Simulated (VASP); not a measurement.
Here is a VASP 6.6.1 calculation.

INCAR

```
PREC = Accurate
ENCUT = 520
EDIFF = 1E-6
ISMEAR = -1
SIGMA = 0.1
LREAL = False
LASPH = True
NELM = 150
ALGO = Normal
ISIF = 2
LWAVE = False
LCHARG = False
ISPIN = 2
MAGMOM = 3 3
LORBIT = 11
LMAXMIX = 4
GGA = PE
NBANDS = 20
ISYM = 0
```

Contents of KPOINTS:

```
Automatic mesh
0
Gamma
  13 7 13
```

File POSCAR:

```
Co
1.0
    0.0000000000      1.7844000000      1.7844000000
    3.5688000000      0.0000000000      3.5688000000
    1.7844000000      1.7844000000      0.0000000000
Co
2
Direct
    0.0000000000      0.0000000000      0.0000000000
    0.0000000000      0.5000000000      0.0000000000
```

Potentials or basis: VASP PAW PBE potentials, release 64 (Co).

The run is started by

```sh
$ cat potpaw_PBE.64/Co/POTCAR > POTCAR
$ mpirun -np 1 vasp_std > vasp.out
```

Q: Predict the net moment.

A: 3.32 μB per cell.

Q: What does it give for the pressure?

A: -8.3 GPa.

Q: Predict the site moments.

A: Co +1.68 μB.

Stress tensor (GPa, compression positive):
```
-8.26 -0.08  0.21
-0.08 -8.33 -0.08
 0.21 -0.08 -8.26
```
